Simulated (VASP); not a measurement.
# CuSn3 (I4/mmm) in VASP: further runs

Aim: see how the results for CuSn3 move with the level of theory and the settings. Levels: PBEsol, PBE, r2SCAN. Tasks: single point.

Program: VASP 6.6.1. These are calculated values, not measurements. Logs are shortened: lines on timing, memory, paths and dates and some standing lists are left out, and cuts for length are marked.

## (1) The cell of the first run

The structure is tetragonal, space group I4/mmm (No. 139). The conventional cell has a = 4.572 Å, b = 4.572 Å, c = 9.352 Å, α = 90.00°, β = 90.00°, γ = 90.00°. Sn (site symmetry 4/mmm) has 4 Cu at 3.23 Å and 8 Sn at 3.27 Å within 4.3 Å. Sn (site symmetry -4m2) has 8 Sn at 3.23 to 3.27 Å and 4 Cu at 3.27 Å within 4.3 Å. Within 4.3 Å of Cu (site symmetry 4/mmm) lie 12 Sn at 3.23 to 3.27 Å.

## (2) Single point, PBEsol

INCAR reads:

```
SYSTEM = CuSn3
PREC = Accurate ; ENCUT = 520
EDIFF = 1E-7 ; ISMEAR = -1
SIGMA = 0.05 ; LREAL = .FALSE.
LASPH = .TRUE. ; NELM = 80
ALGO = Fast ; ISIF = 2
LWAVE = .FALSE. ; LCHARG = .FALSE.
GGA = PS ; NBANDS = 34
```

KPOINTS reads:

```
regular mesh
0
G
  8 8 8
  0 0 0
```

POSCAR reads:

```
CuSn3
1.0
   -2.2860914264      2.2860914264      4.6758758400
    2.2860914264     -2.2860914264      4.6758758400
    2.2860914264      2.2860914264     -4.6758758400
Sn Cu
3 1
Direct
    0.5000000000      0.5000000000      0.0000000000
    0.2500000000      0.7500000000      0.5000000000
    0.7500000000      0.2500000000      0.5000000000
    0.0000000000      0.0000000000      0.0000000000
```

Potentials or basis: VASP PAW PBE potentials, release 64 (Sn_d, Cu).

Launch:

```
cat potpaw_PBE.64/Sn_d/POTCAR potpaw_PBE.64/Cu/POTCAR > POTCAR
mpirun -np 1 vasp_std > vasp.out
```

OUTCAR:

```text
SYSTEM = CuSn3
   PREC = Accurate
   ENCUT = 520
   EDIFF = 1E-7
   ISMEAR = -1
   LREAL = .FALSE.
   LASPH = .TRUE.
   NELM = 80
   ISIF = 2
   GGA = PS

 ion  position               nearest neighbor table
   1  0.500  0.500  0.000-   4 3.23   4 3.23   4 3.23   4 3.23   2 3.27   2 3.27   3 3.27   3 3.27
                             3 3.27   2 3.27   3 3.27   2 3.27
   2  0.250  0.750  0.500-   3 3.23   3 3.23   3 3.23   3 3.23   4 3.27   4 3.27   1 3.27   1 3.27
                             4 3.27   1 3.27   4 3.27   1 3.27
   3  0.750  0.250  0.500-   2 3.23   2 3.23   2 3.23   2 3.23   1 3.27   1 3.27   4 3.27   4 3.27
                             4 3.27   1 3.27   4 3.27   1 3.27
   4  0.000  0.000  0.000-   1 3.23   1 3.23   1 3.23   1 3.23   3 3.27   3 3.27   2 3.27   2 3.27
                             3 3.27   2 3.27   3 3.27   2 3.27

  LATTYP: Found a body centered tetragonal cell.
 ALAT       =     4.5721828528
 C/A-ratio  =     2.0453581978

  Lattice vectors:

 A1 = (  -2.2860914264,   2.2860914264,   4.6758758400)
 A2 = (   2.2860914264,  -2.2860914264,   4.6758758400)
 A3 = (   2.2860914264,   2.2860914264,  -4.6758758400)

Analysis of symmetry for initial positions (statically):
=====================================================================
 Subroutine PRICEL returns:
 Original cell was already a primitive cell.

 Routine SETGRP: Setting up the symmetry group for a
 body centered tetragonal supercell.

 Subroutine GETGRP returns: Found 16 space group operations
 (whereof 16 operations were pure point group operations)
 out of a pool of 16 trial point group operations.

The static configuration has the point symmetry D_4h.

Analysis of symmetry for dynamics (positions and initial velocities):
=====================================================================
 Subroutine PRICEL returns:
 Original cell was already a primitive cell.

 Routine SETGRP: Setting up the symmetry group for a
 body centered tetragonal supercell.

 Subroutine GETGRP returns: Found 16 space group operations
 (whereof 16 operations were pure point group operations)
 out of a pool of 16 trial point group operations.

The dynamic configuration has the point symmetry D_4h.

 Subroutine INISYM returns: Found 16 space group operations
 (whereof 16 operations are pure point group operations),
 and found     1 'primitive' translations

----------------------------------------------------------------------------------------

                                     Primitive cell

  volume of cell :      97.7485

  direct lattice vectors                    reciprocal lattice vectors
    -2.286091426  2.286091426  4.675875840     0.000000000  0.218713912  0.106931838
     2.286091426 -2.286091426  4.675875840     0.218713912  0.000000000  0.106931838
     2.286091426  2.286091426 -4.675875840     0.218713912  0.218713912  0.000000000

  length of vectors
     5.684737715  5.684737715  5.684737715     0.243454705  0.243454705  0.309308181

  position of ions in fractional coordinates (direct lattice)
     0.500000000  0.500000000  0.000000000
     0.250000000  0.750000000  0.500000000
     0.750000000  0.250000000  0.500000000
     0.000000000  0.000000000  0.000000000

  ion indices of the primitive-cell ions
   primitive index   ion index
                 1           1
                 2           2
                 3           3
                 4           4

----------------------------------------------------------------------------------------

 KPOINTS: regular mesh

Automatic generation of k-mesh.
 Grid dimensions read from file:
 generate k-points for:    8    8    8

 Generating k-lattice:

  Cartesian coordinates                     Fractional coordinates (reciprocal lattice)
     0.000000000  0.027339239  0.013366480     0.125000000  0.000000000  0.000000000
     0.027339239  0.000000000  0.013366480     0.000000000  0.125000000  0.000000000
     0.027339239  0.027339239  0.000000000     0.000000000  0.000000000  0.125000000

  Length of vectors
     0.030431838  0.030431838  0.038663523

  Shift w.r.t. Gamma in fractional coordinates (k-lattice)
     0.000000000  0.000000000  0.000000000

 Subroutine IBZKPT returns following result:
 ===========================================

 Found     59 irreducible k-points:

 Following reciprocal coordinates:
            Coordinates               Weight
  0.000000  0.000000  0.000000      1.000000
  0.125000  0.000000  0.000000      8.000000
  0.250000  0.000000  0.000000      8.000000
  0.375000 -0.000000  0.000000      8.000000
  0.500000  0.000000  0.000000      4.000000
  0.125000  0.125000  0.000000      8.000000
[... 16 lines left out ...]
  0.250000  0.125000  0.125000     16.000000
  0.375000  0.125000  0.125000      8.000000
 [... further k-points ...]
   k-points           NKPTS =     59   k-points in BZ     NKDIM =     59   number of bands    NBANDS=     34
   number of dos      NEDOS =    301   number of ions     NIONS =      4
   total plane-waves  NPLWV =  74088
   dimension x,y,z NGX =    42 NGY =   42 NGZ =   42
   dimension x,y,z NGXF=    84 NGYF=   84 NGZF=   84
   ions per type =               3   1
   NGX,Y,Z   is equivalent  to a cutoff of  12.28, 12.28, 12.28 a.u.
   NGXF,Y,Z  is equivalent  to a cutoff of  24.57, 24.57, 24.57 a.u.
 SYSTEM =  CuSn3
   PREC   = accura    normal or accurate (medium, high low for compatibility)
   ISTART =      0    job   : 0-new  1-cont  2-samecut
   ICHARG =      2    charge: 1-file 2-atom 10-const
   ISPIN  =      1    spin polarized calculation?
   LNONCOLLINEAR =      F non collinear calculations
   LSORBIT =      F    spin-orbit coupling
   LASPH  =      T    aspherical Exc in radial PAW
   ENCUT  =  520.0 eV  38.22 Ry    6.18 a.u.  10.57 10.57 10.57*2*pi/ulx,y,z
   NELM   =     80;   NELMIN=  2; NELMDL= -5     # of ELM steps
   EDIFF  = 0.1E-06   stopping-criterion for ELM
   LREAL  =      F    real-space projection
   EDIFFG = 0.1E-05   stopping-criterion for IOM
   NSW    =      0    number of steps for IOM
   IBRION =     -1    ionic relax: 0-MD 1-quasi-New 2-CG
   NFREE  =      0    steps in history (QN), initial steepest desc. (CG)
   ISIF   =      2    stress and relaxation
   ISYM   =      2    0-nonsym 1-usesym 2-fastsym
   POTIM  = 0.5000    time-step for ionic-motion
   TEBEG  =    0.0;   TEEND  =   0.0 temperature during run
   PSTRESS=    0.0 pullay stress
   NELECT =      53.0000    total number of electrons
   NUPDOWN=      -1.0000    fix difference up-down
   EMIN   =  10.00;   EMAX   =-10.00  energy-range for DOS
   EFERMI =   0.00;   METHOD = LEGACY
   ISMEAR =    -1;   SIGMA  =   0.05  broadening in eV -4-tet -1-fermi 0-gaus
   EFERMI_NEDOS =   21; number of points for ismear=-14 and -15
   IALGO  =     68    algorithm
   IMIX   =      4    mixing-type and parameters
     AMIX     =   0.40;   BMIX     =  1.00
     AMIX_MAG =   1.60;   BMIX_MAG =  1.00
  volume/ion in A,a.u.               =      24.44       164.91
  Fermi-wavevector in a.u.,A,eV,Ry     =   1.334945  2.522680 24.246649  1.782078
  Thomas-Fermi vector in A             =   2.463687
   LORBIT       =      0    0 simple, 1 ext, 2 COOP (PROOUT), +10 PAW based schemes
   GGA     = PS    functional components
   LHFCALC =     F    Hartree Fock is set to
   AEXX    =    0.0000 exact exchange contribution
   IVDW    =     0    specifies the selected vdW correction
   LEPSILON=     F    determine dielectric tensor
   LRPA    =     F    only Hartree local field effects (RPA)
 non-spin polarized calculation
 RMM-DIIS sequential band-by-band and
  energy-cutoff  :      520.00
  volume of cell :       97.75
 maximum number of plane-waves:      2654
   NGX = 21   NGY = 21   NGZ = 21

 number of electron      53.0000017 magnetization

 Free energy of the ion-electron system (eV)
  ---------------------------------------------------
  ext. energy  EPLUGINS =         0.00000000
  ---------------------------------------------------
  free energy    TOTEN  =       -16.11242728 eV

  energy without entropy =      -16.09555792  energy(sigma->0) =      -16.10399260

 E-fermi :   7.3739     XC(G=0): -10.6046

 val. band max:        7.3554205151   @ k =   0.1250   0.1250   0.0000
 cond. band min:       7.3785428755   @ k =  -0.1250   0.1250   0.0000
 fundamental gap:      0.0231223604
 Fermi energy:         7.3739116466

 k-point     1 :       0.0000    0.0000    0.0000
  band No.  band energies     occupation
      1     -14.1655      2.00000
      2     -14.0744      2.00000
      3     -14.0669      2.00000
      4     -14.0461      2.00000
      5     -14.0461      2.00000
      6     -14.0197      2.00000
[... 26 lines left out ...]
     33      11.2460      0.00000
     34      14.7494      0.00000

 k-point     2 :       0.1250    0.0000    0.0000
  band No.  band energies     occupation
      1     -14.1535      2.00000
      2     -14.0761      2.00000
      3     -14.0623      2.00000
      4     -14.0565      2.00000
      5     -14.0432      2.00000
      6     -14.0159      2.00000
[... 26 lines left out ...]
     33      10.8029      0.00000
     34      15.6152      0.00000

 k-point     3 :       0.2500    0.0000    0.0000
  band No.  band energies     occupation
      1     -14.1195      2.00000
      2     -14.0791      2.00000
      3     -14.0720      2.00000
      4     -14.0443      2.00000
      5     -14.0341      2.00000
      6     -14.0087      2.00000
[... 26 lines left out ...]
     33      11.8909      0.00000
     34      14.3771      0.00000

 k-point     4 :       0.3750   -0.0000    0.0000
  band No.  band energies     occupation
      1     -14.0859      2.00000
      2     -14.0748      2.00000
      3     -14.0657      2.00000
      4     -14.0302      2.00000
      5     -14.0117      2.00000
      6     -13.9988      2.00000
[... 26 lines left out ...]
     33      12.5048      0.00000
     34      13.0901      0.00000

 k-point     5 :       0.5000    0.0000    0.0000
  band No.  band energies     occupation
      1     -14.0889      2.00000
      2     -14.0704      2.00000
      3     -14.0254      2.00000
      4     -14.0120      2.00000
      5     -14.0005      2.00000
      6     -13.9904      2.00000
[... 621 lines left out ...]
 k-point    22 :       0.1250    0.1250    0.1250
  band No.  band energies     occupation
      1     -14.1095      2.00000
      2     -14.0805      2.00000
      3     -14.0448      2.00000
      4     -14.0313      2.00000
      5     -14.0237      2.00000
      6     -14.0166      2.00000
[... 26 lines left out ...]
     33      12.8314      0.00000
     34      12.9802      0.00000

 k-point    23 :       0.2500    0.1250    0.1250
  band No.  band energies     occupation
      1     -14.0898      2.00000
      2     -14.0793      2.00000
      3     -14.0503      2.00000
      4     -14.0287      2.00000
      5     -14.0264      2.00000
      6     -14.0157      2.00000
[... 26 lines left out ...]
     33      12.9083      0.00000
     34      13.7450      0.00000

 k-point    24 :       0.3750    0.1250    0.1250
  band No.  band energies     occupation
      1     -14.0748      2.00000
      2     -14.0681      2.00000
      3     -14.0577      2.00000
      4     -14.0508      2.00000
      5     -14.0229      2.00000
      6     -14.0130      2.00000
[... 26 lines left out ...]
     33      13.4975      0.00000
     34      14.1773      0.00000

 [... further k-points ...]

------------------------ aborting loop because EDIFF is reached ----------------------------------------

  FORCE on cell =-STRESS in cart. coord.  units (eV):
  Direction    XX          YY          ZZ          XY          YZ          ZX
  --------------------------------------------------------------------------------------
  -------------------------------------------------------------------------------------
  Total       -2.5592884     -2.5592884     -2.3791710      0.0000000      0.0000000      0.0000000
  in kB      -41.9488116    -41.9488116    -38.9965410      0.0000000      0.0000000      0.0000000
  external PRESSURE =     -40.9647214 kB  Pullay stress =       0.0000000 kB

 VOLUME and BASIS-vectors are now :
 -----------------------------------------------------------------------------
  energy-cutoff  :      520.00
  volume of cell :       97.75
      direct lattice vectors                 reciprocal lattice vectors
    -2.286091426  2.286091426  4.675875840     0.000000000  0.218713912  0.106931838
     2.286091426 -2.286091426  4.675875840     0.218713912  0.000000000  0.106931838
     2.286091426  2.286091426 -4.675875840     0.218713912  0.218713912  0.000000000

 POSITION                                       TOTAL-FORCE (eV/Angst)
 -----------------------------------------------------------------------------------
      0.00000      0.00000      4.67588         0.000000      0.000000      0.000000
      2.28609      0.00000      2.33794         0.000000     -0.000000     -0.000000
      0.00000      2.28609      2.33794        -0.000000      0.000000      0.000000
      0.00000      0.00000      0.00000         0.000000      0.000000      0.000000
 -----------------------------------------------------------------------------------
    total drift:                               -0.000000     -0.000000      0.000000

  FREE ENERGIE OF THE ION-ELECTRON SYSTEM (eV)
  ---------------------------------------------------
  free  energy   TOTEN  =       -16.1124272827 eV

  energy  without entropy=      -16.0955579222  energy(sigma->0) =      -16.10399260
```

It took 6.9 min on 1 thread of AMD EPYC 7R13 (Zen 3), shared host; peak memory 0.33 GiB.

Results:

```yaml
Free_energy: -16.1124 eV
Pressure: -4.1 GPa
```

Stress tensor (GPa, compression positive):
```
-4.19  0.00  0.00
 0.00 -4.19  0.00
 0.00  0.00 -3.90
```

Levels at points of the mesh, in eV from the Fermi level:
| k point | band 24 | band 25 | band 26 | band 27 | band 28 | band 29 |
| --- | --- | --- | --- | --- | --- | --- |
| (0.00, 0.00, 0.00) | -2.02 | -0.96 | -0.96 | -0.29 | -0.29 | 0.38 |
| (0.50, 0.00, 0.00) | -1.95 | -0.34 | -0.31 | -0.18 | 0.01 | 2.32 |
| (0.50, 0.50, 0.00) | -2.23 | -2.09 | -2.07 | 0.69 | 1.02 | 1.32 |
| (0.50, 0.50, 0.50) | -2.35 | -2.04 | -1.19 | 2.79 | 3.05 | 3.09 |

Caveat: the PAW data sets were made with another functional, which shifts forces and pressure a little; spin-orbit coupling is left out, which moves the levels of the heavy elements.

## (3) Single point, PBEsol

INCAR reads:

```
ALGO = Fast
EDIFF = 1E-7
ENCUT = 520
GGA = PS
ISIF = 2
ISMEAR = -1
LASPH = T
LCHARG = F
LREAL = F
LWAVE = F
NBANDS = 34
NELM = 60
PREC = Accurate
SIGMA = 0.05
```

KPOINTS reads:

```
k-points
0
Gamma
  8 8 8
```

POSCAR reads:

```
CuSn3
1.0
   -2.2626437150      2.2626437150      4.7732899200
    2.2626437150     -2.2626437150      4.7732899200
    2.2626437150      2.2626437150     -4.7732899200
Sn Cu
3 1
Direct
    0.5000000000      0.5000000000      0.0000000000
    0.2500000000      0.7500000000      0.5000000000
    0.7500000000      0.2500000000      0.5000000000
    0.0000000000      0.0000000000      0.0000000000
```

Potentials or basis: VASP PAW PBE potentials, release 64 (Sn_d, Cu).

Launch:

```
cat potpaw_PBE.64/Sn_d/POTCAR potpaw_PBE.64/Cu/POTCAR > POTCAR
mpirun -np 1 vasp_std > vasp.out
```

OUTCAR:

```text
EDIFF = 1E-7
   ENCUT = 520
   GGA = PS
   ISIF = 2
   ISMEAR = -1
   LASPH = T
   LREAL = F
   NELM = 60
   PREC = Accurate

 ion  position               nearest neighbor table
   1  0.500  0.500  0.000-   4 3.20   4 3.20   4 3.20   4 3.20   3 3.29   2 3.29   3 3.29   2 3.29
                             2 3.29   2 3.29   3 3.29   3 3.29
   2  0.250  0.750  0.500-   3 3.20   3 3.20   3 3.20   3 3.20   1 3.29   1 3.29   1 3.29   1 3.29

   3  0.750  0.250  0.500-   2 3.20   2 3.20   2 3.20   2 3.20   1 3.29   1 3.29   1 3.29   1 3.29
[... 1092 lines left out ...]
  Direction    XX          YY          ZZ          XY          YZ          ZX
  --------------------------------------------------------------------------------------
  -------------------------------------------------------------------------------------
  Total       -2.5469624     -2.5469624     -2.4201173      0.0000000     -0.0000000      0.0000000
  in kB      -41.7467774    -41.7467774    -39.6676840      0.0000000     -0.0000000      0.0000000
  external PRESSURE =     -41.0537463 kB  Pullay stress =       0.0000000 kB

 VOLUME and BASIS-vectors are now :
 -----------------------------------------------------------------------------
  energy-cutoff  :      520.00
  volume of cell :       97.75
      direct lattice vectors                 reciprocal lattice vectors
    -2.262643715  2.262643715  4.773289920     0.000000000  0.220980438  0.104749556
     2.262643715 -2.262643715  4.773289920     0.220980438  0.000000000  0.104749556
     2.262643715  2.262643715 -4.773289920     0.220980438  0.220980438  0.000000000

 POSITION                                       TOTAL-FORCE (eV/Angst)
 -----------------------------------------------------------------------------------
      0.00000      0.00000      4.77329         0.000000      0.000000     -0.000000
      2.26264     -0.00000      2.38664        -0.000000      0.000000      0.000000
     -0.00000      2.26264      2.38664         0.000000     -0.000000      0.000000
      0.00000      0.00000      0.00000         0.000000      0.000000     -0.000000
 -----------------------------------------------------------------------------------
    total drift:                                0.000000     -0.000000      0.000000

  FREE ENERGIE OF THE ION-ELECTRON SYSTEM (eV)
  ---------------------------------------------------
  free  energy   TOTEN  =       -16.1166598055 eV

  energy  without entropy=      -16.1022755508  energy(sigma->0) =      -16.10946768
```

OSZICAR:

```text
N       E                     dE             d eps       ncg     rms          rms(c)
DAV:   1     0.503654089871E+03    0.50365E+03   -0.25982E+04  4052   0.246E+03
DAV:   2     0.528996017761E+02   -0.45075E+03   -0.44215E+03  4012   0.566E+02
DAV:   3    -0.141278110470E+02   -0.67027E+02   -0.65735E+02  4642   0.202E+02
[... 12 lines left out ...]
RMM:  16    -0.161166600186E+02    0.75274E-05   -0.24829E-05  5597   0.402E-02    0.821E-03
RMM:  17    -0.161166602735E+02   -0.25490E-06   -0.54872E-06  5333   0.133E-02    0.535E-03
RMM:  18    -0.161166601330E+02    0.14045E-06   -0.13462E-06  5018   0.708E-03    0.359E-03
RMM:  19    -0.161166598503E+02    0.28269E-06   -0.59566E-07  3726   0.690E-03    0.429E-04
RMM:  20    -0.161166598055E+02    0.44823E-07   -0.21203E-07  2934   0.346E-03
   1 F= -.16116660E+02 E0= -.16109468E+02  d E =-.143843E-01
```

It took 12 min on 1 thread of AMD EPYC 7R13 (Zen 3), shared host; peak memory 0.39 GiB.

Results:

```
Free energy : -16.1167 eV
Pressure    : -4.1 GPa
```

Stress tensor (GPa, compression positive):
```
-4.17  0.00  0.00
 0.00 -4.17  0.00
 0.00  0.00 -3.97
```

Caveat: the PAW data sets were made with another functional, which shifts forces and pressure a little; spin-orbit coupling is left out, which moves the levels of the heavy elements.

[end of part 1 of 2]
